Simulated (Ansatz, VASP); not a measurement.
## MgSe3 in VASP and in Ansatz

```xyz
8
Lattice="6.7044 0.0000 0.0000 -3.3522 5.8062 0.0000 0.0000 0.0000 3.4723" Properties=species:S:1:pos:R:3 pbc="T T T"
Mg    0.0000    3.8708    1.7361
Mg    3.3522    1.9354    1.7361
Se    1.1174    1.9354    0.6361
Se   -2.2348    3.8708    0.6361
Se    4.4696    0.0000    0.6361
Se   -1.1174    1.9354    2.8361
Se    2.2348    3.8708    2.8361
Se    2.2348    0.0000    2.8361
```

Alike in both runs: task relaxation of cell and atoms; functional PBE; k mesh 3 × 3 × 6; occupations gaussian, width 0.1 eV; no spin polarisation.

|  | VASP | Ansatz |
| --- | --- | --- |
| version | VASP 6.6.1 | Ansatz 0.2.0 |
| potentials or method | VASP PAW PBE potentials, release 64 (Mg, Se), cutoff 600 eV | scalar-relativistic, plane waves, PAW |
| valence electrons in the cell | 40 | 116 |

|  | VASP | Ansatz | Ansatz less VASP |
| --- | --- | --- | --- |
| gap on the k mesh at the Fermi level, each at its own relaxed structure (eV) | none | none | - |
| relaxed volume (Å³/atom) | 31.37 | 31.64 | +0.267 |
| relaxed cell length with the largest relative difference (Å) | 7.859 | 7.883 | +0.0239 |

A gap of «none» marks a metal or a gap that the smearing closes. VASP's potentials hold 40 valence electrons a cell and Ansatz's 116, so a difference there can come from the potentials and not from the codes.

The k mesh is coarse, so the values compare programs but aren't converged. Noted on VASP's run: the volume moved by over 15 % at a fixed basis, so the end points are rough.
